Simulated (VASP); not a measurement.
# TeF (F-43m) in VASP: a series of runs

Runs on TeF. Level: PBE. Tasks: single point, relaxation of cell and atoms.

All numbers are computed with VASP 6.6.1; they aren't measurements. Logs are shortened: lines on timing, memory, paths and dates and some standing lists are left out, and cuts for length are marked.

### Step 1. The cell of the first run

The structure is cubic, space group F-43m (No. 216). Conventional cell: a = 5.793 Å, b = 5.793 Å, c = 5.793 Å, α = 90.00°, β = 90.00°, γ = 90.00°. Te (site symmetry -43m) has 4 F at 2.51 Å within 3.3 Å. Within 3.3 Å of F (site symmetry -43m) lie 4 Te at 2.51 Å.

### Step 2. Single point, PBE

The input, INCAR:

```
PREC     = Accurate       # precision mode
ENCUT    = 600            # plane-wave cutoff, eV
EDIFF    = 1E-6           # SCF threshold, eV
ISMEAR   = 0              # smearing method
SIGMA    = 0.1            # smearing width, eV
LREAL    = F              # projectors in reciprocal space
LASPH    = T              # aspherical terms in the spheres
NELM     = 120            # most SCF steps
ALGO     = Normal         # electronic algorithm
ISIF     = 2              # what is computed and relaxed
LWAVE    = F              # write WAVECAR
LCHARG   = F              # write CHGCAR
GGA      = PE             # functional
NBANDS   = 14             # bands
GGA_COMPAT= F
```

The input, KPOINTS:

```
regular mesh
0
Gamma
  6 6 6
```

The input, POSCAR:

```
TeF
1.0
    0.0000000000      2.8963846066      2.8963846066
    2.8963846066      0.0000000000      2.8963846066
    2.8963846066      2.8963846066      0.0000000000
Te F
1 1
Direct
    0.0000000000      0.0000000000      0.0000000000
    0.7500000000      0.7500000000      0.7500000000
```

Potentials or basis: VASP PAW PBE potentials, release 64 (Te, F).

On the command line:

```console
> cat potpaw_PBE.64/Te/POTCAR potpaw_PBE.64/F/POTCAR > POTCAR
> mpirun -np 1 vasp_std > vasp.out
```

OUTCAR:

```text
PREC = Accurate
   ENCUT = 600
   EDIFF = 1E-6
   ISMEAR = 0
   LREAL = F
   LASPH = T
   NELM = 120
   ISIF = 2
   GGA = PE

 ion  position               nearest neighbor table
   1  0.000  0.000  0.000-   2 2.51   2 2.51   2 2.51   2 2.51
   2  0.750  0.750  0.750-   1 2.51   1 2.51   1 2.51   1 2.51

  LATTYP: Found a face centered cubic cell.
 ALAT       =     5.7927692132

  Lattice vectors:

 A1 = (   0.0000000000,   2.8963846066,   2.8963846066)
 A2 = (   2.8963846066,   0.0000000000,   2.8963846066)
 A3 = (   2.8963846066,   2.8963846066,   0.0000000000)

Analysis of symmetry for initial positions (statically):
=====================================================================
 Subroutine PRICEL returns:
 Original cell was already a primitive cell.

 Routine SETGRP: Setting up the symmetry group for a
 face centered cubic supercell.

 Subroutine GETGRP returns: Found 24 space group operations
 (whereof 24 operations were pure point group operations)
 out of a pool of 48 trial point group operations.

The static configuration has the point symmetry T_d .

Analysis of symmetry for dynamics (positions and initial velocities):
=====================================================================
 Subroutine PRICEL returns:
 Original cell was already a primitive cell.

 Routine SETGRP: Setting up the symmetry group for a
 face centered cubic supercell.

 Subroutine GETGRP returns: Found 24 space group operations
 (whereof 24 operations were pure point group operations)
 out of a pool of 48 trial point group operations.

The dynamic configuration has the point symmetry T_d .

 Subroutine INISYM returns: Found 24 space group operations
 (whereof 24 operations are pure point group operations),
 and found     1 'primitive' translations

----------------------------------------------------------------------------------------

                                     Primitive cell

  volume of cell :      48.5958

  direct lattice vectors                    reciprocal lattice vectors
     0.000000000  2.896384607  2.896384607    -0.172629008  0.172629008  0.172629008
     2.896384607  0.000000000  2.896384607     0.172629008 -0.172629008  0.172629008
     2.896384607  2.896384607  0.000000000     0.172629008  0.172629008 -0.172629008

  length of vectors
     4.096106393  4.096106393  4.096106393     0.299002212  0.299002212  0.299002212

  position of ions in fractional coordinates (direct lattice)
     0.000000000  0.000000000  0.000000000
     0.750000000  0.750000000  0.750000000

  ion indices of the primitive-cell ions
   primitive index   ion index
                 1           1
                 2           2

[... 78 lines left out ...]
   EFERMI_NEDOS =   21; number of points for ismear=-14 and -15
   IALGO  =     38    algorithm
   IMIX   =      4    mixing-type and parameters
     AMIX     =   0.40;   BMIX     =  1.00
     AMIX_MAG =   1.60;   BMIX_MAG =  1.00
  volume/ion in A,a.u.               =      24.30       163.97
  Fermi-wavevector in a.u.,A,eV,Ry     =   1.054848  1.993373 15.139250  1.112703
  Thomas-Fermi vector in A             =   2.190023
   LORBIT       =      0    0 simple, 1 ext, 2 COOP (PROOUT), +10 PAW based schemes
   GGA     = PE    functional components
   LHFCALC =     F    Hartree Fock is set to
   AEXX    =    0.0000 exact exchange contribution
   IVDW    =     0    specifies the selected vdW correction
   LEPSILON=     F    determine dielectric tensor
   LRPA    =     F    only Hartree local field effects (RPA)
 non-spin polarized calculation
 Gauss-broadening in eV      SIGMA  =   0.10
  energy-cutoff  :      600.00
  volume of cell :       48.60
 maximum number of plane-waves:      1640
 NGX is ok and might be reduce to    36
   NGX = 17   NGY = 17   NGZ = 17

 number of electron      13.0000001 magnetization

 Free energy of the ion-electron system (eV)
  ---------------------------------------------------
  ext. energy  EPLUGINS =         0.00000000
  ---------------------------------------------------
  free energy    TOTEN  =        -5.18941755 eV

  energy without entropy =       -5.17967900  energy(sigma->0) =       -5.18454828

 E-fermi :   3.8899     XC(G=0):  -8.8206

 val. band max:        3.8611824901   @ k =   0.5000   0.1667   0.0000
 cond. band min:       4.0740204233   @ k =  -0.1667   0.1667   0.0000
 fundamental gap:      0.2128379332
 Fermi energy:         3.8898676432

 k-point     1 :       0.0000    0.0000    0.0000
  band No.  band energies     occupation
      1     -19.8768      2.00000
      2      -7.2168      2.00000
      3      -1.5075      2.00000
      4      -1.5075      2.00000
      5      -1.5075      2.00000
      6       4.1564      0.00016
      7       4.1564      0.00016
      8       4.1564      0.00016
      9       9.3761      0.00000
     10      13.6138      0.00000
     11      13.6138      0.00000
     12      13.6138      0.00000
     13      14.3960      0.00000
     14      14.3960      0.00000
[... 241 lines left out ...]
      1     -19.7633      2.00000
      2      -7.3190      2.00000
      3      -2.3007      2.00000
      4      -2.2867      2.00000
      5      -0.2679      2.00000
      6       2.1011      2.00000
      7       3.6456      1.99945
      8       4.5057      0.00000
      9       9.4253      0.00000
     10      11.8291      0.00000
     11      14.1845      0.00000
     12      15.6191      0.00000
     13      18.3785      0.00000
     14      18.6795      0.00000

------------------------ aborting loop because EDIFF is reached ----------------------------------------

  FORCE on cell =-STRESS in cart. coord.  units (eV):
  Direction    XX          YY          ZZ          XY          YZ          ZX
  --------------------------------------------------------------------------------------
  -------------------------------------------------------------------------------------
  Total        0.1063934      0.1063934      0.1063934     -0.0000000     -0.0000000     -0.0000000
  in kB        3.5077347      3.5077347      3.5077347     -0.0000000     -0.0000000     -0.0000000
  external PRESSURE =       3.5077347 kB  Pullay stress =       0.0000000 kB

 VOLUME and BASIS-vectors are now :
 -----------------------------------------------------------------------------
  energy-cutoff  :      600.00
  volume of cell :       48.60
      direct lattice vectors                 reciprocal lattice vectors
     0.000000000  2.896384607  2.896384607    -0.172629008  0.172629008  0.172629008
     2.896384607  0.000000000  2.896384607     0.172629008 -0.172629008  0.172629008
     2.896384607  2.896384607  0.000000000     0.172629008  0.172629008 -0.172629008

 POSITION                                       TOTAL-FORCE (eV/Angst)
 -----------------------------------------------------------------------------------
      0.00000      0.00000      0.00000         0.000000      0.000000      0.000000
      4.34458      4.34458      4.34458        -0.000000     -0.000000     -0.000000
 -----------------------------------------------------------------------------------
    total drift:                                0.000000      0.000000     -0.000000

  FREE ENERGIE OF THE ION-ELECTRON SYSTEM (eV)
  ---------------------------------------------------
  free  energy   TOTEN  =        -5.1894175544 eV

  energy  without entropy=       -5.1796790039  energy(sigma->0) =       -5.18454828
```

Wall time 30 s (1 thread of Intel Xeon Platinum 8488C (Sapphire Rapids), shared host); peak memory 0.2 GiB.

Results:

```yaml
Free_energy: -5.1894 eV
Pressure: 0.4 GPa
```

Levels at points of the mesh, in eV from the Fermi level:
| k point | band 4 | band 5 | band 6 | band 7 | band 8 | band 9 |
| --- | --- | --- | --- | --- | --- | --- |
| (0.00, 0.00, 0.00) | -5.40 | -5.40 | 0.27 | 0.27 | 0.27 | 5.49 |
| (0.50, 0.00, 0.00) | -5.65 | -5.43 | -1.34 | 0.47 | 0.47 | 6.67 |
| (0.50, 0.50, 0.00) | -6.07 | -4.25 | -2.51 | 0.67 | 0.67 | 4.76 |

Caveat: spin-orbit coupling is left out, which moves the levels of the heavy elements; an odd number of electrons without spin polarisation forces a metal; a magnetic or distorted state may lie lower.

### Step 3. Single point, PBE

This run uses another cell than the first one, of 24.63 Å³/atom, 1.014 times its volume.

The input, INCAR:

```
SYSTEM = TeF
ALGO     = Normal         ! electronic algorithm
EDIFF    = 1E-6           ! SCF threshold, eV
ENCUT    = 520            ! plane-wave cutoff, eV
GGA      = PE             ! functional
ISIF     = 2              ! what is computed and relaxed
ISMEAR   = 0              ! smearing method
LASPH    = .TRUE.         ! aspherical terms in the spheres
LCHARG   = .FALSE.        ! write CHGCAR
LREAL    = .FALSE.        ! projectors in reciprocal space
LWAVE    = .FALSE.        ! write WAVECAR
NBANDS   = 14             ! bands
NELM     = 80             ! most SCF steps
PREC     = Accurate       ! precision mode
SIGMA    = 0.1            ! smearing width, eV
```

The input, KPOINTS:

```
k-points
0
G
  16 16 16
  0 0 0
```

The input, POSCAR:

```
TeF
1.0
    0.0000000000      2.9095552795      2.9095552795
    2.9095552795      0.0000000000      2.9095552795
    2.9095552795      2.9095552795      0.0000000000
Te F
1 1
Direct
    0.0000000000      0.0000000000      0.0000000000
    0.7500000000      0.7500000000      0.7500000000
```

Potentials or basis: VASP PAW PBE potentials, release 64 (Te, F).

On the command line:

```console
> cat potpaw_PBE.64/Te/POTCAR potpaw_PBE.64/F/POTCAR > POTCAR
> mpirun -np 1 vasp_std > vasp.out
```

It took 45 s on 1 thread of Intel Xeon 6975P-C (Granite Rapids), shared host; peak memory 0.24 GiB.

It converged, with:

| Quantity | Value |
| --- | --- |
| Free energy | -5.1963 eV |
| Pressure | -0.3 GPa |

Levels at points of the mesh, in eV from the Fermi level:
```csv
k point,band 2,band 3,band 4,band 5,band 6,band 7,band 8,band 9,band 10,band 11
"(0.00, 0.00, 0.00)",-11.15,-5.36,-5.36,-5.36,0.19,0.19,0.19,5.39,9.65,9.65
"(0.50, 0.00, 0.00)",-11.24,-5.61,-5.61,-5.42,-1.38,0.39,0.39,6.60,8.55,8.55
"(0.50, 0.50, 0.00)",-11.25,-6.02,-6.02,-4.25,-2.53,0.59,0.59,4.74,6.89,13.22
```

Caveat: spin-orbit coupling is left out, which moves the levels of the heavy elements; an odd number of electrons without spin polarisation forces a metal; a magnetic or distorted state may lie lower.

### Step 4. Relaxation of cell and atoms, PBE

The input, INCAR:

```
SYSTEM = TeF
PREC     = Accurate       ! precision mode
ENCUT    = 600            ! plane-wave cutoff, eV
EDIFF    = 1E-6           ! SCF threshold, eV
ISMEAR   = 0              ! smearing method
SIGMA    = 0.1            ! smearing width, eV
LREAL    = .False.        ! projectors in reciprocal space
LASPH    = .True.         ! aspherical terms in the spheres
NELM     = 100            ! most SCF steps
ALGO     = Normal         ! electronic algorithm
ISIF     = 3              ! what is computed and relaxed
LWAVE    = .False.        ! write WAVECAR
LCHARG   = .False.        ! write CHGCAR
GGA      = PE             ! functional
IBRION   = 2              ! ionic algorithm
NSW      = 100            ! ionic steps
EDIFFG   = -0.01          ! ionic threshold
```

The input, KPOINTS:

```
regular mesh
0
Gamma
  16 16 16
  0 0 0
```

The input, POSCAR:

```
TeF
1.0
    0.0000000000      2.8963846066      2.8963846066
    2.8963846066      0.0000000000      2.8963846066
    2.8963846066      2.8963846066      0.0000000000
Te F
1 1
Direct
    0.0000000000      0.0000000000      0.0000000000
    0.7500000000      0.7500000000      0.7500000000
```

Potentials or basis: VASP PAW PBE potentials, release 64 (Te, F).

On the command line:

```console
> cat potpaw_PBE.64/Te/POTCAR potpaw_PBE.64/F/POTCAR > POTCAR
> mpirun -np 1 vasp_std > vasp.out
```

OUTCAR:

```text
SYSTEM = TeF
   PREC = Accurate
   ENCUT = 600
   EDIFF = 1E-6
   ISMEAR = 0
   LREAL = .False.
   LASPH = .True.
   NELM = 100
   ISIF = 3
   GGA = PE
   IBRION = 2
   NSW = 100
   EDIFFG = -0.01

 ion  position               nearest neighbor table
   1  0.000  0.000  0.000-   2 2.51   2 2.51   2 2.51   2 2.51
   2  0.750  0.750  0.750-   1 2.51   1 2.51   1 2.51   1 2.51

  LATTYP: Found a face centered cubic cell.
 ALAT       =     5.7927692132

  Lattice vectors:

 A1 = (   0.0000000000,   2.8963846066,   2.8963846066)
 A2 = (   2.8963846066,   0.0000000000,   2.8963846066)
 A3 = (   2.8963846066,   2.8963846066,   0.0000000000)

Analysis of symmetry for initial positions (statically):
=====================================================================
 Subroutine PRICEL returns:
 Original cell was already a primitive cell.

 Routine SETGRP: Setting up the symmetry group for a
 face centered cubic supercell.

 Subroutine GETGRP returns: Found 24 space group operations
 (whereof 24 operations were pure point group operations)
 out of a pool of 48 trial point group operations.

The static configuration has the point symmetry T_d .

Analysis of symmetry for dynamics (positions and initial velocities):
=====================================================================
 Subroutine PRICEL returns:
 Original cell was already a primitive cell.

 Routine SETGRP: Setting up the symmetry group for a
 face centered cubic supercell.

 Subroutine GETGRP returns: Found 24 space group operations
 (whereof 24 operations were pure point group operations)
 out of a pool of 48 trial point group operations.

The dynamic configuration has the point symmetry T_d .

 Subroutine INISYM returns: Found 24 space group operations
 (whereof 24 operations are pure point group operations),
 and found     1 'primitive' translations

----------------------------------------------------------------------------------------
[... 125 lines left out ...]
 non-spin polarized calculation
 Gauss-broadening in eV      SIGMA  =   0.10
  energy-cutoff  :      600.00
  volume of cell :       48.60
 maximum number of plane-waves:      1639
 NGX is ok and might be reduce to    36
   NGX = 17   NGY = 17   NGZ = 17

--------------------------------------- Ionic step        1  -------------------------------------------

 number of electron      13.0000001 magnetization

 Free energy of the ion-electron system (eV)
  ---------------------------------------------------
  ext. energy  EPLUGINS =         0.00000000
  ---------------------------------------------------
  free energy    TOTEN  =        -5.19712759 eV

  energy without entropy =       -5.18820636  energy(sigma->0) =       -5.19266698

------------------------ aborting loop because EDIFF is reached ----------------------------------------

  FORCE on cell =-STRESS in cart. coord.  units (eV):
  Direction    XX          YY          ZZ          XY          YZ          ZX
  --------------------------------------------------------------------------------------
  -------------------------------------------------------------------------------------
  Total        0.0856795      0.0856795      0.0856795      0.0000000      0.0000000      0.0000000
  in kB        2.8248086      2.8248086      2.8248086      0.0000000      0.0000000      0.0000000
  external PRESSURE =       2.8248086 kB  Pullay stress =       0.0000000 kB
[... 59 lines left out ...]
--------------------------------------- Ionic step        3  -------------------------------------------

 number of electron      13.0000002 magnetization

 Free energy of the ion-electron system (eV)
  ---------------------------------------------------
  ext. energy  EPLUGINS =         0.00000000
  ---------------------------------------------------
  free energy    TOTEN  =        -5.19740378 eV

  energy without entropy =       -5.18833841  energy(sigma->0) =       -5.19287109

 E-fermi :   3.8618     XC(G=0):  -8.7856

 val. band max:        3.8327419724   @ k =  -0.4375   0.3750   0.0625
 cond. band min:       3.8724867676   @ k =   0.5000   0.3125   0.0625
 fundamental gap:      0.0397447952
 Fermi energy:         3.8618417808

 k-point     1 :       0.0000    0.0000    0.0000
  band No.  band energies     occupation
      1     -19.8958      2.00000
      2      -7.2959      2.00000
      3      -1.5318      2.00000
      4      -1.5318      2.00000
      5      -1.5318      2.00000
      6       4.0550      0.00630
      7       4.0550      0.00630
      8       4.0550      0.00630
      9       9.2641      0.00000
     10      13.5130      0.00000
[... 287 lines left out ...]
 k-point    24 :      -0.0625    0.0625    0.0000
  band No.  band energies     occupation
      1     -19.8876      2.00000
      2      -7.3080      2.00000
      3      -1.5893      2.00000
      4      -1.5461      2.00000
      5      -1.4943      2.00000
      6       3.7508      1.88379
      7       4.0781      0.00223
      8       4.0808      0.00195
      9       9.7143      0.00000
     10      13.0099      0.00000

 [... further k-points ...]
[... 5 lines left out ...]
  --------------------------------------------------------------------------------------
  -------------------------------------------------------------------------------------
  Total       -0.0130513     -0.0130513     -0.0130513      0.0000000     -0.0000000     -0.0000000
  in kB       -0.4268231     -0.4268231     -0.4268231      0.0000000     -0.0000000     -0.0000000
  external PRESSURE =      -0.4268231 kB  Pullay stress =       0.0000000 kB
[... 17 lines left out ...]
  FREE ENERGIE OF THE ION-ELECTRON SYSTEM (eV)
  ---------------------------------------------------
  free  energy   TOTEN  =        -5.1974037817 eV

  energy  without entropy=       -5.1883384078  energy(sigma->0) =       -5.19287109

 reached required accuracy - stopping structural energy minimisation
```

Wall time 82 s (1 thread of Intel Xeon 6975P-C (Granite Rapids), shared host); peak memory 0.27 GiB.

What came out:

```
Free energy                            : -5.1974 eV
Relaxed volume                         : 24.50 Å³/atom
Relaxed cell                           : a = 4.107 Å, b = 4.107 Å, c = 4.107 Å, α = 60.00°, β = 60.00°, γ = 60.00°
Space group after relaxing (to 0.05 Å) : F-43m (No. 216)
Energy gained by relaxing              : 0.1 meV/atom
Ionic steps                            : 3
Pressure after relaxing                : 0.0 GPa
```

Step by step:
```
step  energy change (eV)  largest force (eV/Å)  pressure (GPa)  volume (Å³)
   1              0.0000                0.0000            0.28        48.60
   2             -0.0003                0.0000            0.07        48.90
   3             -0.0003                0.0000           -0.04        48.99
```

Final structure:
```xyz
2
Lattice="0.0000 2.9042 2.9042 2.9042 0.0000 2.9042 2.9042 2.9042 0.0000" Properties=species:S:1:pos:R:3 pbc="T T T"
Te    0.0000    0.0000    0.0000
F     4.3563    4.3563    4.3563
```

Levels at points of the mesh, in eV from the Fermi level:
```tsv
k point	band 2	band 3	band 4	band 5	band 6	band 7	band 8	band 9	band 10
(0.00, 0.00, 0.00)	-11.16	-5.39	-5.39	-5.39	0.19	0.19	0.19	5.40	9.65
(0.50, 0.00, 0.00)	-11.26	-5.65	-5.65	-5.45	-1.39	0.39	0.39	6.60	8.55
(0.50, 0.50, 0.00)	-11.27	-6.06	-6.06	-4.27	-2.55	0.60	0.60	4.72	6.89
```

Caveat: spin-orbit coupling is left out, which moves the levels of the heavy elements; an odd number of electrons without spin polarisation forces a metal; a magnetic or distorted state may lie lower.

### Step 5. The runs side by side

```csv
task,cell,k mesh,cutoff (eV),gap on the mesh (eV),pressure (GPa)
single point,"a = 4.096 Å, angles 60.0°, 2 atoms",6 × 6 × 6,600,none,0.4
single point,"a = 4.115 Å, angles 60.0°, 2 atoms",16 × 16 × 16,520,none,-0.3
relaxation of cell and atoms,"relaxed from a = 4.096 Å, angles 60.0°, 2 atoms",16 × 16 × 16,600,none,0.0
```

Alike in all rows: level PBE; potentials or basis VASP PAW PBE potentials, release 64 (Te, F); no spin polarisation; smearing gaussian 0.1 eV.

Caveats: spin-orbit coupling is left out, which moves the levels of the heavy elements; an odd number of electrons without spin polarisation forces a metal; a magnetic or distorted state may lie lower.

Total energies depend on the potentials used, so only differences within one code and one set of settings carry meaning.
